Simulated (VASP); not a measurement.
## SnO2 (Cassiterite): single point with PBE+D4

The system is SnO2 (Cassiterite).

```
CELL_PARAMETERS angstrom
4.54035 0.00000 0.00000
0.00000 4.54035 0.00000
0.00000 0.00000 3.05357
ATOMIC_POSITIONS crystal
Sn 0.00000 0.00000 0.00000
Sn 0.50000 0.50000 0.50000
O 0.30710 0.30710 0.00000
O 0.19290 0.80710 0.50000
O 0.69290 0.69290 0.00000
O 0.80710 0.19290 0.50000
```

| Quantity | Value |
| --- | --- |
| Program | VASP 6.6.1 |
| Task | single point |
| Functional | PBE |
| Dispersion | D4 |
| Potentials or basis | VASP PAW PBE potentials, release 64 (Sn_d, O) |
| Cutoff | 520 eV |
| k mesh | 4 × 4 × 6 |
| Occupations | gaussian, width 0.01 eV |
| Spin | no spin polarisation |

```yaml
Pressure: 47.2 GPa
Largest_force: 0.935 eV/Å
Band_gap_on_the_k_mesh: 2.88 eV, direct
Dispersion_energy_per_atom: -0.307 eV
```

Forces on the atoms (eV/Å):
```
Sn   0.000  0.000  0.000
Sn   0.000  0.000  0.000
O   -0.661 -0.661  0.000
O    0.661 -0.661  0.000
O    0.661  0.661  0.000
O   -0.661  0.661  0.000
```

Stress tensor (GPa, compression positive):
```
42.09  0.00  0.00
 0.00 42.09  0.00
 0.00  0.00 57.30
```

Levels at points of the mesh, in eV from the valence-band top:
| k point | band 24 | band 25 | band 26 | band 27 | band 28 | band 29 |
| --- | --- | --- | --- | --- | --- | --- |
| (0.00, 0.00, 0.00) | -0.90 | -0.90 | 0.00 | 2.88 | 7.10 | 7.10 |
| (0.50, 0.00, 0.00) | -1.08 | -0.70 | -0.70 | 5.95 | 5.95 | 7.87 |
| (0.50, 0.50, 0.00) | -1.19 | -1.03 | -1.03 | 6.40 | 6.40 | 8.52 |
| (0.00, 0.00, 0.50) | -2.01 | -1.45 | -1.45 | 7.90 | 7.90 | 10.70 |
| (0.50, 0.00, 0.50) | -1.34 | -0.50 | -0.50 | 8.23 | 8.23 | 9.19 |
| (0.50, 0.50, 0.50) | -1.10 | -1.00 | -1.00 | 6.37 | 6.37 | 9.51 |

Wall time 60 s on 1 thread of AMD EPYC 7R13 Processor (Zen 3), on a shared host, peak memory 0.16 GiB.

Caveat: spin-orbit coupling is left out, which moves the levels of the heavy elements. As with any semilocal functional, this PBE gap is likely too small.
